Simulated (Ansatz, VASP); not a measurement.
## Ti: VASP beside Ansatz

```
Ti
1.0
     2.91106    0.00000    0.00000
    -1.45553    2.52105    0.00000
     0.00000    0.00000    4.60186
Ti
2
Direct
  0.33333 0.66667 0.25000
  0.66667 0.33333 0.75000
```

Change from the starting cell: volume scaled by 0.975.

Alike in both runs: task single point; functional LDA; k mesh 13 × 13 × 7; occupations fermi-dirac, width 0.05 eV; no spin polarisation.

|  | VASP | Ansatz |
| --- | --- | --- |
| version | VASP 6.6.1 | Ansatz 0.2.0 |
| potentials or method | VASP PAW LDA potentials, release 64 (Ti_sv), cutoff 520 eV | all-electron LAPW, scalar-relativistic |

VASP gave:

```
pressure (GPa)                                                : -5.6
traceless stress, the component that is largest in VASP (GPa) : 0.17
```

What did Ansatz give for the same quantities?

Pressure (GPa): -5.5; traceless stress, the component that is largest in VASP (GPa): 0.15.

LDA's correlation is that of Perdew and Zunger in VASP and of Perdew and Wang (1992) in Ansatz. Ansatz ran all-electron here, and VASP with PAW potentials.
